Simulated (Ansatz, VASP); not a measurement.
## One calculation of In, two programs

```xyz
1
Lattice="-1.6180 1.6261 2.4739 1.6180 -1.6261 2.4739 1.6180 1.6261 -2.4739" Properties=species:S:1:pos:R:3 pbc="T T T"
In    0.0000    0.0000    0.0000
```

Change from the starting cell: strain -0.0050 x Voigt [1, 0, 0, 0, 0, 0], atoms carried along.

Alike in both runs: task single point; functional PBEsol; k mesh 20 × 20 × 20; occupations gaussian, width 0.15 eV; no spin polarisation.

```csv
,VASP,Ansatz
version,VASP 6.6.1,Ansatz 0.2.0
potentials or method,"VASP PAW PBE potentials, release 64 (In_d), cutoff 520 eV","scalar-relativistic, plane waves, PAW"
valence electrons in the cell,13,13
```

Ansatz gave:

```
gap on the k mesh at the Fermi level (eV)                     : none
pressure (GPa)                                                : -0.7
traceless stress, the component that is largest in VASP (GPa) : -0.17
```

Estimate VASP's values.

gap on the k mesh at the Fermi level (eV): none; pressure (GPa): -0.8; traceless stress, the component that is largest in VASP (GPa): -0.17.

VASP's potentials were made for PBE, not for PBEsol. A gap of «none» marks a metal or a gap that the smearing closes. The functional is the same, so the differences come from potentials, cutoffs and numerics.
